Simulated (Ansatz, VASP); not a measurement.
W in VASP and in Ansatz

```
W
1.0
     0.00000    1.99582    1.99582
     1.99582    0.00000    1.99582
     1.99582    1.99582    0.00000
W
1
Cartesian
  0.0000 0.0000 0.0000
```

Alike in both runs: task single point; functional PBEsol; k mesh 8 × 8 × 8; occupations gaussian, width 0.1 eV; no spin polarisation.

|  | VASP | Ansatz |
| --- | --- | --- |
| version | VASP 6.6.1 | Ansatz 0.2.0 |
| potentials or method | VASP PAW PBE potentials, release 64 (W_sv), cutoff 500 eV | scalar-relativistic, plane waves, PAW |
| valence electrons in the cell | 14 | 14 |

Ansatz gave:

| Property | Result |
| --- | --- |
| gap on the k mesh at the Fermi level (eV) | none |
| pressure (GPa) | 2.1 |

**Question.** What did VASP give for the same quantities?

**Answer.** gap on the k mesh at the Fermi level (eV): none; pressure (GPa): 2.7.

VASP's potentials were made for PBE, not for PBEsol, and Ansatz warns of the same on its side. A gap of «none» marks a metal or a gap that the smearing closes.

Spin-orbit coupling is off throughout.
